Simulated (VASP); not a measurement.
Set up this calculation in VASP 6.6.1, as the native input.

| Item | Value |
| --- | --- |
| Task | single point |
| Functional | r2SCAN |
| Potentials or basis | VASP PAW PBE potentials, release 64 (Rh_pv) |
| Cutoff | 550 eV |
| k mesh | 20 × 20 × 14 |
| Occupations | gaussian, width 0.1 eV |
| Spin | no spin polarisation |
| Dipole correction | no |
| Further INCAR settings | ALGO = Normal; EDIFF = 1e-06; NBANDS = 22 |

The system is Rh.

```xyz
2
Lattice="1.8810 1.8810 0.0000 -1.8810 1.8810 0.0000 0.0000 0.0000 3.7619" Properties=species:S:1:pos:R:3 pbc="T T T"
Rh    0.0000    0.0000    0.0000
Rh    0.0000    1.8810    1.8810
```

This cell differs from its parent crystal: equal strain along all axes, cell held: -1.0 %.

These files were run (other wordings do the same):

POSCAR

```
Rh
1.0
    1.8809719865      1.8809719865      0.0000000000
   -1.8809719865      1.8809719865      0.0000000000
    0.0000000000      0.0000000000      3.7619439729
Rh
2
Direct
    0.0000000000      0.0000000000      0.0000000000
    0.5000000000      0.5000000000      0.5000000000
```

INCAR.step1

```
PREC = Accurate
ENCUT = 550
ISMEAR = 0
SIGMA = 0.1
LREAL = False
LASPH = True
NELM = 120
NBANDS = 22
GGA = PE
ALGO = Normal
EDIFF = 1E-5
LWAVE = True
LCHARG = False
GGA_COMPAT = False
```

INCAR.step2

```
PREC = Accurate
ENCUT = 550
EDIFF = 1E-6
ISMEAR = 0
SIGMA = 0.1
LREAL = False
LASPH = True
NELM = 120
ALGO = Normal
ISIF = 2
LWAVE = False
LCHARG = True
METAGGA = R2SCAN
LMIXTAU = True
LELF = True
LVHAR = True
NBANDS = 22
ISTART = 1
GGA_COMPAT = False
```

KPOINTS

```
regular mesh
0
Gamma
  20 20 14
```

Potentials or basis: VASP PAW PBE potentials, release 64 (Rh_pv).

Command:

```bash
$ cat potpaw_PBE.64/Rh_pv/POTCAR > POTCAR
$ cp INCAR.step1 INCAR
$ mpirun -np 1 vasp_std > vasp.out
$ cp INCAR.step2 INCAR
$ mpirun -np 1 vasp_std > vasp.out
```

Results of the run:

```yaml
Pressure: 10.5 GPa
Band_gap_on_the_k_mesh: zero (bands 15 and 16 overlap by 2.68 eV)
```

Caveat: the cell differs from its parent crystal (equal strain along all axes, cell held: -1.0 %); the cell stands under pressure; the PAW data sets were made with another functional, which shifts forces and pressure a little.

Run time: 11 min on 1 thread of Oxide Virtual Turin-like Processor (shared host), peak memory 0.32 GiB.
